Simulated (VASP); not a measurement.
# Ca (Im-3m) in VASP: single point with PBE

Aim: the single point of Ca with PBE.

All numbers are computed with VASP 6.6.1; they aren't measurements. Logs are shortened: lines on timing, memory, paths and dates and some standing lists are left out, and cuts for length are marked.

**1. The cell of the first run**

The structure is cubic, space group Im-3m (No. 229). Conventional cell: a = 4.397 Å, b = 4.397 Å, c = 4.397 Å, α = 90.00°, β = 90.00°, γ = 90.00°. Within 5.0 Å of Ca (site symmetry m-3m) lie 14 Ca at 3.81 to 4.40 Å.

**2. Single point, PBE**

File INCAR:

```
SYSTEM = Ca
PREC = Accurate
ENCUT = 500
EDIFF = 1E-6
ISMEAR = 0
SIGMA = 0.05
LREAL = .False.
LASPH = .True.
NELM = 120
ALGO = Normal
ISIF = 2
LWAVE = .False.
LCHARG = .False.
GGA = PE
NBANDS = 11
GGA_COMPAT = .False.
```

File KPOINTS:

```
Automatic mesh
0
Gamma
  6 6 6
  0 0 0
```

File POSCAR:

```
Ca
1.0
   -2.1985937132      2.1985937132      2.1985937132
    2.1985937132     -2.1985937132      2.1985937132
    2.1985937132      2.1985937132     -2.1985937132
Ca
1
Direct
    0.0000000000      0.0000000000      0.0000000000
```

Potentials or basis: VASP PAW PBE potentials, release 64 (Ca_sv).

Launch:

```bash
> cat potpaw_PBE.64/Ca_sv/POTCAR > POTCAR
> mpirun -np 1 vasp_std > vasp.out
```

OUTCAR:

```text
SYSTEM = Ca
   PREC = Accurate
   ENCUT = 500
   EDIFF = 1E-6
   ISMEAR = 0
   LREAL = .False.
   LASPH = .True.
   NELM = 120
   ISIF = 2
   GGA = PE

 ion  position               nearest neighbor table
   1  0.000  0.000  0.000-

  LATTYP: Found a body centered cubic cell.
 ALAT       =     4.3971874264

  Lattice vectors:

 A1 = (  -2.1985937132,   2.1985937132,   2.1985937132)
 A2 = (   2.1985937132,  -2.1985937132,   2.1985937132)
 A3 = (   2.1985937132,   2.1985937132,  -2.1985937132)

Analysis of symmetry for initial positions (statically):
=====================================================================
 Subroutine PRICEL returns:
 Original cell was already a primitive cell.

 Routine SETGRP: Setting up the symmetry group for a
 body centered cubic supercell.

 Subroutine GETGRP returns: Found 48 space group operations
 (whereof 48 operations were pure point group operations)
 out of a pool of 48 trial point group operations.

The static configuration has the point symmetry O_h .

Analysis of symmetry for dynamics (positions and initial velocities):
=====================================================================
 Subroutine PRICEL returns:
 Original cell was already a primitive cell.

 Routine SETGRP: Setting up the symmetry group for a
 body centered cubic supercell.

 Subroutine GETGRP returns: Found 48 space group operations
 (whereof 48 operations were pure point group operations)
 out of a pool of 48 trial point group operations.

The dynamic configuration has the point symmetry O_h .

 Subroutine INISYM returns: Found 48 space group operations
 (whereof 48 operations are pure point group operations),
 and found     1 'primitive' translations

----------------------------------------------------------------------------------------

                                     Primitive cell

  volume of cell :      42.5104

  direct lattice vectors                    reciprocal lattice vectors
    -2.198593713  2.198593713  2.198593713     0.000000000  0.227418098  0.227418098
     2.198593713 -2.198593713  2.198593713     0.227418098  0.000000000  0.227418098
     2.198593713  2.198593713 -2.198593713     0.227418098  0.227418098  0.000000000

  length of vectors
     3.808076016  3.808076016  3.808076016     0.321617758  0.321617758  0.321617758

  position of ions in fractional coordinates (direct lattice)
[... 71 lines left out ...]
   NSW    =      0    number of steps for IOM
   IBRION =     -1    ionic relax: 0-MD 1-quasi-New 2-CG
   NFREE  =      0    steps in history (QN), initial steepest desc. (CG)
   ISIF   =      2    stress and relaxation
   ISYM   =      2    0-nonsym 1-usesym 2-fastsym
   POTIM  = 0.5000    time-step for ionic-motion
   TEBEG  =    0.0;   TEEND  =   0.0 temperature during run
   PSTRESS=    0.0 pullay stress
   NELECT =      10.0000    total number of electrons
   NUPDOWN=      -1.0000    fix difference up-down
   EMIN   =  10.00;   EMAX   =-10.00  energy-range for DOS
   EFERMI =   0.00;   METHOD = LEGACY
   ISMEAR =     0;   SIGMA  =   0.05  broadening in eV -4-tet -1-fermi 0-gaus
   EFERMI_NEDOS =   21; number of points for ismear=-14 and -15
   IALGO  =     38    algorithm
   IMIX   =      4    mixing-type and parameters
     AMIX     =   0.40;   BMIX     =  1.00
     AMIX_MAG =   1.60;   BMIX_MAG =  1.00
  volume/ion in A,a.u.               =      42.51       286.87
  Fermi-wavevector in a.u.,A,eV,Ry     =   1.010594  1.909745 13.895621  1.021299
  Thomas-Fermi vector in A             =   2.143592
   LORBIT       =      0    0 simple, 1 ext, 2 COOP (PROOUT), +10 PAW based schemes
   GGA     = PE    functional components
   LHFCALC =     F    Hartree Fock is set to
   AEXX    =    0.0000 exact exchange contribution
   IVDW    =     0    specifies the selected vdW correction
   LEPSILON=     F    determine dielectric tensor
   LRPA    =     F    only Hartree local field effects (RPA)
 non-spin polarized calculation
 Gauss-broadening in eV      SIGMA  =   0.05
  energy-cutoff  :      500.00
  volume of cell :       42.51
 maximum number of plane-waves:      1088
   NGX = 13   NGY = 13   NGZ = 13

 number of electron      10.0000001 magnetization

 Free energy of the ion-electron system (eV)
  ---------------------------------------------------
  ext. energy  EPLUGINS =         0.00000000
  ---------------------------------------------------
  free energy    TOTEN  =        -1.90806509 eV

  energy without entropy =       -1.90487051  energy(sigma->0) =       -1.90646780

 E-fermi :   1.9810     XC(G=0):  -7.7151

 val. band max:        1.9445550542   @ k =   0.5000   0.0000   0.0000
 cond. band min:       1.9842842514   @ k =   0.5000   0.5000   0.3333
 fundamental gap:      0.0397291972
 Fermi energy:         1.9809521169

 k-point     1 :       0.0000    0.0000    0.0000
  band No.  band energies     occupation
      1     -40.1176      2.00000
      2     -21.0325      2.00000
      3     -21.0325      2.00000
      4     -21.0325      2.00000
      5      -2.0787      2.00000
      6       4.2529      0.00000
      7       4.2529      0.00000
      8       4.2529      0.00000
      9       5.2993      0.00000
     10       5.2993      0.00000
     11      12.1426      0.00000
[... 197 lines left out ...]
 k-point    16 :       0.5000    0.5000    0.5000
  band No.  band energies     occupation
      1     -40.0923      2.00000
      2     -21.1310      2.00000
      3     -21.1310      2.00000
      4     -21.1310      2.00000
      5       2.0298      0.16671
      6       2.0298      0.16671
      7       5.8707      0.00000
      8       5.8707      0.00000
      9       5.8707      0.00000
     10       6.0943      0.00000
     11       6.0943      0.00000

------------------------ aborting loop because EDIFF is reached ----------------------------------------

  FORCE on cell =-STRESS in cart. coord.  units (eV):
  Direction    XX          YY          ZZ          XY          YZ          ZX
  --------------------------------------------------------------------------------------
  -------------------------------------------------------------------------------------
  Total       -0.0022546     -0.0022546     -0.0022546      0.0000000      0.0000000     -0.0000000
  in kB       -0.0849752     -0.0849752     -0.0849752      0.0000000      0.0000000     -0.0000000
  external PRESSURE =      -0.0849752 kB  Pullay stress =       0.0000000 kB

 VOLUME and BASIS-vectors are now :
 -----------------------------------------------------------------------------
  energy-cutoff  :      500.00
  volume of cell :       42.51
      direct lattice vectors                 reciprocal lattice vectors
    -2.198593713  2.198593713  2.198593713     0.000000000  0.227418098  0.227418098
     2.198593713 -2.198593713  2.198593713     0.227418098  0.000000000  0.227418098
     2.198593713  2.198593713 -2.198593713     0.227418098  0.227418098  0.000000000

 POSITION                                       TOTAL-FORCE (eV/Angst)
 -----------------------------------------------------------------------------------
      0.00000      0.00000      0.00000         0.000000      0.000000     -0.000000
 -----------------------------------------------------------------------------------
    total drift:                                0.000000     -0.000000     -0.000000

  FREE ENERGIE OF THE ION-ELECTRON SYSTEM (eV)
  ---------------------------------------------------
  free  energy   TOTEN  =        -1.9080650939 eV

  energy  without entropy=       -1.9048705149  energy(sigma->0) =       -1.90646780
```

It took 12 s on 1 thread of Intel Xeon 8259CL, shared host; peak memory 0.15 GiB.

Results:

```
Free energy            : -1.9081 eV
Pressure               : 0.0 GPa
Band gap on the k mesh : zero (band 5 reaches 2.15 eV, above the bottom of band 6 at 1.94 eV)
```
